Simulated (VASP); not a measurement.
Wanted: the native input for a VASP 6.6.1 run.

* Task: single point
* Functional: PBE
* Potentials or basis: VASP PAW PBE potentials, release 64 (Hf_pv, O)
* Cutoff: 520 eV
* k mesh: 8 × 8 × 8
* Occupations: fermi-dirac, width 0.02 eV
* Spin: no spin polarisation
* Dipole correction: no
* Further INCAR settings: ALGO = Normal; EDIFF = 1e-06; NBANDS = 18

The structure of HfO2 lies in POSCAR:

```
HfO2
1.0
    0.0316147790      2.5291823184      2.5291823184
    2.5291823184      0.0316147790      2.5291823184
    2.5607970973      2.5607970973     -0.0000000001
Hf O
1 2
Direct
    0.0000000000      0.0000000000      0.0000000000
    0.2482153776      0.2482153776      0.2517846224
    0.7517846224      0.7517846224      0.7482153776
```

This cell differs from its parent crystal: shear xy strain +2.5%.

One way to write it, as run:

INCAR

```
ALGO = Normal ; EDIFF = 1E-6
ENCUT = 520 ; GGA = PE
ISIF = 2 ; ISMEAR = -1
LASPH = True ; LCHARG = True
LELF = True ; LREAL = False
LVHAR = True ; LWAVE = False
NBANDS = 18 ; NELM = 80
PREC = Accurate ; SIGMA = 0.02
```

KPOINTS

```
k-points
0
Gamma
  8 8 8
```

Potentials or basis: VASP PAW PBE potentials, release 64 (Hf_pv, O).

Run with:

```bash
$ cat potpaw_PBE.64/Hf_pv/POTCAR potpaw_PBE.64/O/POTCAR > POTCAR
$ mpirun -np 1 vasp_std > vasp.out
```

It gave:

```
Pressure               : 2.2 GPa
Largest force          : 0.005 eV/Å
Band gap on the k mesh : 3.82 eV, direct
```

Caveat: the cell differs from its parent crystal (shear xy strain +2.5%); spin-orbit coupling is left out, which moves the levels of the heavy elements.

Run time: 36 s on 1 thread of Intel(R) Xeon(R) Platinum 8375C CPU @ 2.90GHz (Ice Lake) (shared host), peak memory 0.19 GiB.
